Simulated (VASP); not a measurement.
Here is a VASP 6.6.1 calculation.

The input INCAR:

```
SYSTEM = KAlAs3
  ALGO = Fast
  EDIFF = 1E-7
  ENCUT = 520
  GGA = PE
  ISIF = 2
  ISMEAR = 0
  LASPH = .True.
  LCHARG = .True.
  LELF = .True.
  LREAL = .False.
  LVHAR = .True.
  LWAVE = .False.
  NBANDS = 38
  NELM = 100
  PREC = Accurate
  SIGMA = 0.1
```

Contents of KPOINTS:

```
k-points
0
Gamma
  6 6 6
  0 0 0
```

File POSCAR:

```
KAlAs3
1.0
    6.2020064336      0.0000000000      0.0000000000
   -3.1010032168      5.3710951259      0.0000000000
    0.0000000000      0.0000000000      7.2336618275
K Al As
2 2 6
Direct
    0.3333333333      0.6666666667      0.7500000000
    0.6666666667      0.3333333333      0.2500000000
    0.0000000000      0.0000000000      0.5000000000
    0.0000000000      0.0000000000      0.0000000000
    0.1863327130      0.3726654261      0.2500000000
    0.8136672870      0.1863327130      0.7500000000
    0.8136672870      0.6273345739      0.7500000000
    0.1863327130      0.8136672870      0.2500000000
    0.6273345739      0.8136672870      0.2500000000
    0.3726654261      0.1863327130      0.7500000000
```

Potentials or basis: VASP PAW PBE potentials, release 64 (K_sv, Al, As).

Command:

```console
$ cat potpaw_PBE.64/K_sv/POTCAR potpaw_PBE.64/Al/POTCAR potpaw_PBE.64/As/POTCAR > POTCAR
$ mpirun -np 1 vasp_std > vasp.out
```

Question: Estimate the largest force.

Answer: 0.004 eV/Å.

Question: What does it give for the band gap on the k mesh?

Answer: Zero (bands 27 and 28 overlap by 2.25 eV).

Question: What does it give for the pressure?

Answer: 0.1 GPa.

Forces in eV/Å, atoms in the order of the input:
```
K    0.000  0.000  0.000
K    0.000  0.000  0.000
Al   0.000  0.000  0.000
Al   0.000  0.000  0.000
As   0.000 -0.004  0.000
As   0.004 -0.002  0.000
As   0.000  0.004  0.000
As  -0.004  0.002  0.000
As   0.004  0.002  0.000
As  -0.004 -0.002  0.000
```
